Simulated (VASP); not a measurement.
# Si (a cell with a defect) in VASP: a series of runs

Runs on Si (a cell with a defect). Level: PBE. Tasks: single point.

Program: VASP 6.6.1. These are calculated values, not measurements. Logs are shortened: lines on timing, memory, paths and dates and some standing lists are left out, and cuts for length are marked.

## (1) The cell of the first run

The cell holds a defect, 17 atoms: a = 7.679 Å, b = 7.679 Å, c = 7.679 Å, α = 60.00°, β = 60.00°, γ = 60.00°.

## (2) Single point, PBE

INCAR reads:

```
SYSTEM = Si
PREC = Accurate ; ENCUT = 520
EDIFF = 1E-6 ; ISMEAR = 0
SIGMA = 0.02 ; LREAL = Auto
LASPH = .TRUE. ; NELM = 60
ALGO = Normal ; ISIF = 2
LWAVE = .FALSE. ; LCHARG = .FALSE.
GGA = PE ; NBANDS = 48
```

KPOINTS reads:

```
Automatic mesh
0
G
  2 2 2
  0 0 0
```

POSCAR reads:

```
Si
1.0
    0.0000000000      5.4300000000      5.4300000000
    5.4300000000      0.0000000000      5.4300000000
    5.4300000000      5.4300000000      0.0000000000
Si
17
Direct
    0.0097027624     -0.0276386740      0.0091357274
    0.1198701657      0.1190742173      0.1206456722
   -0.0101069061      0.0018975138      0.5040901473
    0.1192083794      0.1194398711      0.6407162983
   -0.0033322284      0.4981090239     -0.0026661142
    0.1321070902      0.6031142726      0.1323372928
   -0.0036769797      0.4985303867      0.5077615101
    0.1201998158      0.6297596685      0.6249965009
    0.5037434622      0.0022942910     -0.0096556169
    0.6411798343      0.1200912523      0.1190514733
    0.5034473297      0.0024950276      0.5033195212
    0.6185206262      0.1431528545      0.6189685083
    0.5074924494      0.4992311234     -0.0035497238
    0.6244046041      0.6302075506      0.1208384899
    0.4938926335      0.5166430939      0.4945383057
    0.6241051565      0.6304523020      0.6242213628
    0.2622369245      0.2154914365      0.2614144567
```

Potentials or basis: VASP PAW PBE potentials, release 64 (Si).

On the command line:

```
$ cat potpaw_PBE.64/Si/POTCAR > POTCAR
$ mpirun -np 1 vasp_std > vasp.out
```

OUTCAR:

```text
SYSTEM = Si
   PREC = Accurate
   ENCUT = 520
   EDIFF = 1E-6
   ISMEAR = 0
   LREAL = Auto
   LASPH = .TRUE.
   NELM = 60
   ISIF = 2
   GGA = PE

 ion  position               nearest neighbor table
   1  0.010  0.972  0.009-   6 2.32   2 2.32   4 2.32  10 2.32
   2  0.120  0.119  0.121-   1 2.32   5 2.38  17 2.39   3 2.41   9 2.41
   3  0.990  0.002  0.504-  12 2.33   8 2.33   2 2.41   4 2.41  17 2.65
   4  0.119  0.119  0.641-   1 2.32   7 2.38  17 2.39   3 2.41  11 2.41
   5  0.997  0.498  0.997-  14 2.33   8 2.34   6 2.36   2 2.38  17 2.88
   6  0.132  0.603  0.132-   1 2.32   5 2.36   7 2.36  13 2.36  17 2.43
   7  0.996  0.499  0.508-  16 2.33   8 2.34   6 2.36   4 2.38  17 2.88
   8  0.120  0.630  0.625-   3 2.33   7 2.34   5 2.34  15 2.34
   9  0.504  0.002  0.990-  12 2.33  14 2.33   2 2.41  10 2.41  17 2.64
  10  0.641  0.120  0.119-   1 2.32  13 2.38  17 2.38   9 2.41  11 2.41
  11  0.503  0.002  0.503-  12 2.33  16 2.33   4 2.41  10 2.41  17 2.63
  12  0.619  0.143  0.619-  11 2.33   9 2.33   3 2.33  15 2.34
  13  0.507  0.499  0.996-  16 2.33  14 2.33   6 2.36  10 2.38  17 2.88
  14  0.624  0.630  0.121-   9 2.33  13 2.33   5 2.33  15 2.34
  15  0.494  0.517  0.495-  12 2.34  16 2.34  14 2.34   8 2.34
  16  0.624  0.630  0.624-  11 2.33  13 2.33   7 2.33  15 2.34
  17  0.262  0.215  0.261-  10 2.38   4 2.39   2 2.39   6 2.43  11 2.63   9 2.64   3 2.65  13 2.88
                             7 2.88   5 2.88

  LATTYP: Found a face centered cubic cell.
 ALAT       =    10.8600000000

  Lattice vectors:

 A1 = (   0.0000000000,   5.4300000000,   5.4300000000)
 A2 = (   5.4300000000,   0.0000000000,   5.4300000000)
 A3 = (   5.4300000000,   5.4300000000,   0.0000000000)

Analysis of symmetry for initial positions (statically):
=====================================================================
 Subroutine PRICEL returns:
 Original cell was already a primitive cell.

 Routine SETGRP: Setting up the symmetry group for a
 face centered cubic supercell.

 Subroutine GETGRP returns: Found  1 space group operations
 (whereof  1 operations were pure point group operations)
 out of a pool of 48 trial point group operations.

The static configuration has the point symmetry C_1 .

Analysis of symmetry for dynamics (positions and initial velocities):
=====================================================================
 Subroutine PRICEL returns:
 Original cell was already a primitive cell.

 Routine SETGRP: Setting up the symmetry group for a
 face centered cubic supercell.

 Subroutine GETGRP returns: Found  1 space group operations
 (whereof  1 operations were pure point group operations)
 out of a pool of 48 trial point group operations.

The dynamic configuration has the point symmetry C_1 .

 Subroutine INISYM returns: Found  1 space group operations
 (whereof  1 operations are pure point group operations),
 and found     1 'primitive' translations

----------------------------------------------------------------------------------------

                                     Primitive cell

  volume of cell :     320.2060

  direct lattice vectors                    reciprocal lattice vectors
     0.000000000  5.430000000  5.430000000    -0.092081031  0.092081031  0.092081031
     5.430000000  0.000000000  5.430000000     0.092081031 -0.092081031  0.092081031
     5.430000000  5.430000000  0.000000000     0.092081031  0.092081031 -0.092081031

  length of vectors
     7.679179644  7.679179644  7.679179644     0.159489025  0.159489025  0.159489025

  position of ions in fractional coordinates (direct lattice)
     0.009702762  0.972361326  0.009135727
     0.119870166  0.119074217  0.120645672
     0.989893094  0.001897514  0.504090147
     0.119208379  0.119439871  0.640716298
     0.996667772  0.498109024  0.997333886
     0.132107090  0.603114273  0.132337293
[... 9 lines left out ...]
     0.624105157  0.630452302  0.624221363
     0.262236925  0.215491437  0.261414457

  ion indices of the primitive-cell ions
   primitive index   ion index
                 1           1
                 2           2
                 3           3
                 4           4
                 5           5
                 6           6
[... 9 lines left out ...]
                16          16
                17          17

----------------------------------------------------------------------------------------

 KPOINTS: Automatic mesh

Automatic generation of k-mesh.
 Grid dimensions read from file:
 generate k-points for:    2    2    2

 Generating k-lattice:

  Cartesian coordinates                     Fractional coordinates (reciprocal lattice)
    -0.046040516  0.046040516  0.046040516     0.500000000  0.000000000  0.000000000
     0.046040516 -0.046040516  0.046040516     0.000000000  0.500000000  0.000000000
     0.046040516  0.046040516 -0.046040516     0.000000000  0.000000000  0.500000000

  Length of vectors
     0.079744512  0.079744512  0.079744512

  Shift w.r.t. Gamma in fractional coordinates (k-lattice)
     0.000000000  0.000000000  0.000000000

 Subroutine IBZKPT returns following result:
 ===========================================

 Found      8 irreducible k-points:

 Following reciprocal coordinates:
            Coordinates               Weight
  0.000000  0.000000  0.000000      1.000000
  0.500000  0.000000  0.000000      1.000000
  0.000000  0.500000  0.000000      1.000000
  0.000000  0.000000  0.500000      1.000000
  0.500000  0.500000  0.500000      1.000000
  0.500000  0.500000  0.000000      1.000000
  0.000000  0.500000  0.500000      1.000000
  0.500000  0.000000  0.500000      1.000000
   k-points           NKPTS =      8   k-points in BZ     NKDIM =      8   number of bands    NBANDS=     48
   number of dos      NEDOS =    301   number of ions     NIONS =     17
   total plane-waves  NPLWV = 216000
   dimension x,y,z NGX =    60 NGY =   60 NGZ =   60
   dimension x,y,z NGXF=   120 NGYF=  120 NGZF=  120
   ions per type =              17
   NGX,Y,Z   is equivalent  to a cutoff of  12.99, 12.99, 12.99 a.u.
   NGXF,Y,Z  is equivalent  to a cutoff of  25.98, 25.98, 25.98 a.u.
 SYSTEM =  Si
   PREC   = accura    normal or accurate (medium, high low for compatibility)
   ISTART =      0    job   : 0-new  1-cont  2-samecut
   ICHARG =      2    charge: 1-file 2-atom 10-const
   ISPIN  =      1    spin polarized calculation?
   LNONCOLLINEAR =      F non collinear calculations
   LSORBIT =      F    spin-orbit coupling
   LASPH  =      T    aspherical Exc in radial PAW
   ENCUT  =  520.0 eV  38.22 Ry    6.18 a.u.  14.28 14.28 14.28*2*pi/ulx,y,z
   NELM   =     60;   NELMIN=  2; NELMDL= -5     # of ELM steps
   EDIFF  = 0.1E-05   stopping-criterion for ELM
   LREAL  =      T    real-space projection
   EDIFFG = 0.1E-04   stopping-criterion for IOM
   NSW    =      0    number of steps for IOM
   IBRION =     -1    ionic relax: 0-MD 1-quasi-New 2-CG
   NFREE  =      0    steps in history (QN), initial steepest desc. (CG)
   ISIF   =      2    stress and relaxation
   ISYM   =      2    0-nonsym 1-usesym 2-fastsym
   POTIM  = 0.5000    time-step for ionic-motion
   TEBEG  =    0.0;   TEEND  =   0.0 temperature during run
   PSTRESS=    0.0 pullay stress
   NELECT =      68.0000    total number of electrons
   NUPDOWN=      -1.0000    fix difference up-down
   EMIN   =  10.00;   EMAX   =-10.00  energy-range for DOS
   EFERMI =   0.00;   METHOD = LEGACY
   ISMEAR =     0;   SIGMA  =   0.02  broadening in eV -4-tet -1-fermi 0-gaus
   EFERMI_NEDOS =   21; number of points for ismear=-14 and -15
   IALGO  =     38    algorithm
   IMIX   =      4    mixing-type and parameters
     AMIX     =   0.40;   BMIX     =  1.00
     AMIX_MAG =   1.60;   BMIX_MAG =  1.00
  volume/ion in A,a.u.               =      18.84       127.11
  Fermi-wavevector in a.u.,A,eV,Ry     =   0.976715  1.845724 12.979587  0.953973
  Thomas-Fermi vector in A             =   2.107356
   LORBIT       =      0    0 simple, 1 ext, 2 COOP (PROOUT), +10 PAW based schemes
   GGA     = PE    functional components
   LHFCALC =     F    Hartree Fock is set to
   AEXX    =    0.0000 exact exchange contribution
   IVDW    =     0    specifies the selected vdW correction
   LEPSILON=     F    determine dielectric tensor
   LRPA    =     F    only Hartree local field effects (RPA)
 non-spin polarized calculation
 Gauss-broadening in eV      SIGMA  =   0.02
  energy-cutoff  :      520.00
  volume of cell :      320.21
 maximum number of plane-waves:      8646
 NGX is ok and might be reduce to    60
   NGX = 29   NGY = 29   NGZ = 29

 number of electron      67.9999999 magnetization

 Free energy of the ion-electron system (eV)
  ---------------------------------------------------
  ext. energy  EPLUGINS =         0.00000000
  ---------------------------------------------------
  free energy    TOTEN  =       -87.93631902 eV

  energy without entropy =      -87.93249587  energy(sigma->0) =      -87.93440744

 E-fermi :   6.9074     XC(G=0):  -9.6779

 val. band max:        6.7320663243   @ k =   0.0000   0.0000   0.0000
 cond. band min:       6.9111652948   @ k =   0.5000   0.5000   0.0000
 fundamental gap:      0.1790989705
 Fermi energy:         6.9074347789

 k-point     1 :       0.0000    0.0000    0.0000
  band No.  band energies     occupation
      1      -6.3084      2.00000
      2      -3.7998      2.00000
      3      -3.6342      2.00000
      4      -3.6331      2.00000
      5      -3.5664      2.00000
      6      -2.7786      2.00000
[... 38 lines left out ...]
     45       8.1835      0.00000
     46       8.9659      0.00000

 k-point     2 :       0.5000    0.0000    0.0000
  band No.  band energies     occupation
      1      -5.8973      2.00000
      2      -4.9650      2.00000
      3      -3.5877      2.00000
      4      -3.4448      2.00000
      5      -3.3548      2.00000
      6      -2.9588      2.00000
[... 38 lines left out ...]
     45       9.7953      0.00000
     46       9.8948      0.00000

 k-point     3 :       0.0000    0.5000    0.0000
  band No.  band energies     occupation
      1      -5.9177      2.00000
      2      -4.9214      2.00000
      3      -3.5361      2.00000
      4      -3.4347      2.00000
      5      -3.4330      2.00000
      6      -2.9647      2.00000
[... 38 lines left out ...]
     45       9.8447      0.00000
     46      10.0268      0.00000

 k-point     4 :       0.0000    0.0000    0.5000
  band No.  band energies     occupation
      1      -5.8977      2.00000
      2      -4.9641      2.00000
      3      -3.5872      2.00000
      4      -3.4452      2.00000
      5      -3.3550      2.00000
      6      -2.9584      2.00000
[... 38 lines left out ...]
     45       9.7948      0.00000
     46       9.8975      0.00000

 k-point     5 :       0.5000    0.5000    0.5000
  band No.  band energies     occupation
      1      -5.8980      2.00000
      2      -4.9635      2.00000
      3      -3.5868      2.00000
      4      -3.4455      2.00000
      5      -3.3550      2.00000
      6      -2.9582      2.00000
[... 38 lines left out ...]
     45       9.7944      0.00000
     46       9.8994      0.00000

 k-point     6 :       0.5000    0.5000    0.0000
  band No.  band energies     occupation
      1      -5.7681      2.00000
      2      -4.7190      2.00000
      3      -3.9970      2.00000
      4      -3.8809      2.00000
      5      -3.8563      2.00000
      6      -3.6289      2.00000
[... 38 lines left out ...]
     45      10.1299      0.00000
     46      10.2503      0.00000

 k-point     7 :       0.0000    0.5000    0.5000
  band No.  band energies     occupation
      1      -5.7684      2.00000
      2      -4.7181      2.00000
      3      -3.9969      2.00000
      4      -3.8812      2.00000
      5      -3.8557      2.00000
      6      -3.6297      2.00000
[... 38 lines left out ...]
     45      10.1277      0.00000
     46      10.2503      0.00000

 k-point     8 :       0.5000    0.0000    0.5000
  band No.  band energies     occupation
      1      -5.7686      2.00000
      2      -4.7174      2.00000
      3      -3.9969      2.00000
      4      -3.8813      2.00000
      5      -3.8554      2.00000
      6      -3.6304      2.00000
[... 38 lines left out ...]
     45      10.1268      0.00000
     46      10.2502      0.00000
 [bands above 46 left out]

------------------------ aborting loop because EDIFF is reached ----------------------------------------

  FORCE on cell =-STRESS in cart. coord.  units (eV):
  Direction    XX          YY          ZZ          XY          YZ          ZX
  --------------------------------------------------------------------------------------
  -------------------------------------------------------------------------------------
  Total       10.4021605     10.4753473     10.2878000      0.2139676      0.2093107     -0.2121912
  in kB       52.0480721     52.4142686     51.4758600      1.0706045      1.0473034     -1.0617164
  external PRESSURE =      51.9794002 kB  Pullay stress =       0.0000000 kB

 VOLUME and BASIS-vectors are now :
 -----------------------------------------------------------------------------
  energy-cutoff  :      520.00
  volume of cell :      320.21
      direct lattice vectors                 reciprocal lattice vectors
     0.000000000  5.430000000  5.430000000    -0.092081031  0.092081031  0.092081031
     5.430000000  0.000000000  5.430000000     0.092081031 -0.092081031  0.092081031
     5.430000000  5.430000000  0.000000000     0.092081031  0.092081031 -0.092081031

 POSITION                                       TOTAL-FORCE (eV/Angst)
 -----------------------------------------------------------------------------------
      5.32953      0.10229      5.33261         0.047441     -0.049702      0.041350
      1.30168      1.30600      1.29747         0.010427      0.043618      0.016667
      2.74751      8.11233      5.38542        -0.027799      0.028386      0.007087
      4.12765      4.12639      1.29586        -0.047171     -0.007516      0.018815
      8.12025     10.82743      8.11664        -0.002308      0.011432     -0.000175
      3.99350      1.43593      3.99225         0.065895     -0.065225      0.067925
[... 9 lines left out ...]
      6.81288      6.77841      6.81225        -0.020809      0.011226     -0.022216
      2.58960      2.84343      2.59407         0.109924     -0.115652      0.100887
 -----------------------------------------------------------------------------------
    total drift:                               -0.000111     -0.000050     -0.000681

  FREE ENERGIE OF THE ION-ELECTRON SYSTEM (eV)
  ---------------------------------------------------
  free  energy   TOTEN  =       -87.9363190188 eV

  energy  without entropy=      -87.9324958657  energy(sigma->0) =      -87.93440744
```

It took 2.9 min on 1 thread of Intel Xeon 6975P-C (Granite Rapids), shared host; peak memory 0.47 GiB.

What came out:

```yaml
Free_energy: -87.9363 eV
Pressure: 5.2 GPa
Largest_force: 0.189 eV/Å
Band_gap_on_the_k_mesh: zero (bands 34 and 35 overlap by 0.18 eV)
```

Forces on the atoms (eV/Å):
```
Si   0.047 -0.050  0.041
Si   0.010  0.044  0.017
Si  -0.028  0.028  0.007
Si  -0.047 -0.008  0.019
Si  -0.002  0.011  0.000
Si   0.066 -0.065  0.068
Si  -0.014  0.004 -0.001
Si  -0.021  0.020 -0.011
Si   0.007  0.029 -0.029
Si   0.012 -0.007 -0.050
Si  -0.027 -0.006 -0.029
Si  -0.040  0.041 -0.038
Si  -0.003  0.003 -0.016
Si  -0.011  0.020 -0.023
Si  -0.038  0.039 -0.035
Si  -0.021  0.011 -0.022
Si   0.110 -0.116  0.101
```

Caveat: the k points lie up to 0.50 Å⁻¹ apart.

## (3) Single point, PBE

INCAR reads:

```
SYSTEM = Si
  ALGO = Normal
  EDIFF = 1E-6
  ENCUT = 520
  GGA = PE
  ISIF = 2
  ISMEAR = 0
  LASPH = .TRUE.
  LCHARG = .FALSE.
  LREAL = Auto
  LWAVE = .FALSE.
  NBANDS = 48
  NELM = 80
  PREC = Accurate
  SIGMA = 0.02
```

KPOINTS reads:

```
k-points
0
G
  2 2 2
  0 0 0
```

POSCAR reads:

```
Si
1.0
    0.0000000000      5.4300000000      5.4300000000
    5.4300000000      0.0000000000      5.4300000000
    5.4300000000      5.4300000000      0.0000000000
Si
17
Direct
    0.0170146409     -0.0494343462      0.0165984346
    0.1156086556      0.1188049724      0.1169644567
   -0.0166792818      0.0060498158      0.5052892265
    0.1141327808      0.1195088398      0.6493593002
   -0.0044643646      0.4962697053     -0.0038848066
    0.1410763352      0.5757466851      0.1415940147
   -0.0049865562      0.4970303867      0.5119432781
    0.1165220994      0.6343453039      0.6246357274
    0.5048040516      0.0063758748     -0.0160955801
    0.6498581952      0.1203839779      0.1141537753
    0.5044581952      0.0066138122      0.5045688766
    0.6144447514      0.1552961326      0.6149366483
    0.5111973297      0.4980645488     -0.0048325046
    0.6242573665      0.6347848066      0.1167514733
    0.4901813076      0.5290837017      0.4903260589
    0.6239209945      0.6351742173      0.6240211786
    0.2772224678      0.1717252302      0.2762114180
```

Potentials or basis: VASP PAW PBE potentials, release 64 (Si).

On the command line:

```
$ cat potpaw_PBE.64/Si/POTCAR > POTCAR
$ mpirun -np 1 vasp_std > vasp.out
```

Wall time 3.1 min (1 thread of Intel Xeon 6975P-C (Granite Rapids), shared host); peak memory 0.47 GiB.

Results (log left out):

| Quantity | Value |
| --- | --- |
| Free energy | -87.7673 eV |
| Pressure | 4.8 GPa |
| Largest force | 0.608 eV/Å |
| Band gap on the k mesh | zero (bands 34 and 35 overlap by 0.09 eV) |

Forces in eV/Å, atoms in the order of the input:
```
Si   0.031 -0.037  0.029
Si  -0.026  0.103 -0.020
Si  -0.014  0.015 -0.035
Si  -0.109  0.030 -0.015
Si   0.004  0.046  0.004
Si   0.046 -0.044  0.049
Si  -0.043 -0.001 -0.001
Si  -0.023  0.023 -0.032
Si  -0.038  0.015 -0.012
Si  -0.011  0.017 -0.117
Si  -0.012  0.040 -0.011
Si  -0.045  0.049 -0.042
Si  -0.010  0.010 -0.041
Si  -0.028  0.023 -0.023
Si  -0.047  0.044 -0.054
Si  -0.025  0.024 -0.025
Si   0.351 -0.356  0.346
```

Stress tensor (GPa, compression positive):
```
 4.84  0.50 -0.50
 0.50  4.93  0.50
-0.50  0.50  4.77
```

Levels at points of the mesh, in eV from the Fermi level:
| k point | band 30 | band 31 | band 32 | band 33 | band 34 | band 35 | band 36 | band 37 | band 38 | band 39 |
| --- | --- | --- | --- | --- | --- | --- | --- | --- | --- | --- |
| (0.00, 0.00, 0.00) | -1.60 | -0.93 | -0.75 | -0.75 | -0.51 | -0.08 | -0.07 | 0.15 | 0.15 | 0.55 |
| (0.50, 0.00, 0.00) | -1.53 | -1.45 | -1.41 | -1.11 | -0.13 | 0.14 | 0.78 | 0.86 | 0.94 | 1.31 |
| (0.00, 0.50, 0.00) | -1.51 | -1.50 | -1.35 | -1.35 | -0.30 | 0.40 | 0.43 | 1.12 | 1.12 | 1.21 |
| (0.00, 0.00, 0.50) | -1.53 | -1.44 | -1.41 | -1.11 | -0.13 | 0.14 | 0.78 | 0.87 | 0.94 | 1.31 |
| (0.50, 0.50, 0.50) | -1.53 | -1.44 | -1.42 | -1.10 | -0.14 | 0.13 | 0.78 | 0.87 | 0.94 | 1.31 |
| (0.50, 0.50, 0.00) | -2.01 | -1.97 | -1.80 | -0.85 | 0.00 | 0.48 | 1.20 | 1.31 | 1.33 | 1.91 |
| (0.00, 0.50, 0.50) | -2.01 | -1.96 | -1.80 | -0.86 | 0.01 | 0.48 | 1.20 | 1.30 | 1.33 | 1.91 |
| (0.50, 0.00, 0.50) | -2.01 | -1.96 | -1.81 | -0.86 | 0.01 | 0.48 | 1.20 | 1.30 | 1.33 | 1.92 |

Caveat: the k points lie up to 0.50 Å⁻¹ apart.
